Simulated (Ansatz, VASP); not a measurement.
## One calculation of AlO2, two programs

```
Al O
1.0
     1.48816   -5.40283    0.00000
     1.48816    5.40283    0.00000
     0.00000    0.00000    3.64661
Al O
2 4
Cartesian
  1.4882 -1.8168 2.7350
  1.4882 1.8168 0.9117
  1.4882 4.7429 2.7350
  1.4882 -4.7429 0.9117
  1.4882 2.2240 2.7350
  1.4882 -2.2240 0.9117
```

Alike in both runs: functional LDA; k mesh 9 × 9 × 7; occupations fermi-dirac, width 0.05 eV; no spin polarisation.

|  | VASP | Ansatz |
| --- | --- | --- |
| version | VASP 6.6.1 | Ansatz 0.2.0 |
| potentials or method | VASP PAW LDA potentials, release 64 (Al, O) | Ansatz PAW |
| plane-wave cutoff (eV) | 520 | 420 |
| valence electrons in the cell | 30 | 30 |
| task | single point | projected density of states |

VASP gave:

- gap on the k mesh at the Fermi level (eV): none
- pressure (GPa): -11.2
- traceless stress, the component that is largest in VASP (GPa): -0.58
- rms of the force components (eV/Å): 0.184

Task: Estimate Ansatz's values.

Result: gap on the k mesh at the Fermi level (eV): none; pressure (GPa): -11.7; traceless stress, the component that is largest in VASP (GPa): -0.37; rms of the force components (eV/Å): 0.172.

LDA's correlation is that of Perdew and Zunger in VASP and of Perdew and Wang (1992) in Ansatz. Atom by atom the forces differ by 0.014 eV/Å (rms over components). A gap of «none» marks a metal or a gap that the smearing closes.

Noted on Ansatz's run: Pulay correction over one GPa.
